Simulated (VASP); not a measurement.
A run of VASP 6.6.1:

The input INCAR:

```
SYSTEM = Na
PREC     = Accurate       ! precision mode
ENCUT    = 520            ! plane-wave cutoff, eV
EDIFF    = 1E-7           ! SCF threshold, eV
ISMEAR   = -1             ! smearing method
SIGMA    = 0.05           ! smearing width, eV
LREAL    = .False.        ! projectors in reciprocal space
LASPH    = .True.         ! aspherical terms in the spheres
NELM     = 150            ! most SCF steps
ALGO     = Normal         ! electronic algorithm
ISIF     = 2              ! what is computed and relaxed
LWAVE    = .False.        ! write WAVECAR
LCHARG   = .False.        ! write CHGCAR
ISPIN    = 2              ! spin polarisation
MAGMOM   = 0.5            ! initial moments
LORBIT   = 11             ! projections on sites
GGA      = PE             ! functional
NBANDS   = 14             ! bands
```

Contents of KPOINTS:

```
Automatic mesh
0
Gamma
  13 13 13
  0 0 0
```

POSCAR

```
Na
1.0
   -1.7501072043      1.7501072043      1.7501072043
    1.7501072043     -1.7501072043      1.7501072043
    1.7501072043      1.7501072043     -1.7501072043
Na
1
Direct
    0.0000000000      0.0000000000      0.0000000000
```

Potentials or basis: VASP PAW PBE potentials, release 64 (Na_pv).

Command:

```sh
$ cat potpaw_PBE.64/Na_pv/POTCAR > POTCAR
$ mpirun -np 1 vasp_std > vasp.out
```

Hardware: 1 thread of Intel Xeon 8259CL (shared host).

Estimate the wall time of this run.

It took 28 s on 1 thread of Intel Xeon 8259CL, on a shared host, peak memory 0.16 GiB. Counts: scf iterations 12, k points 84.
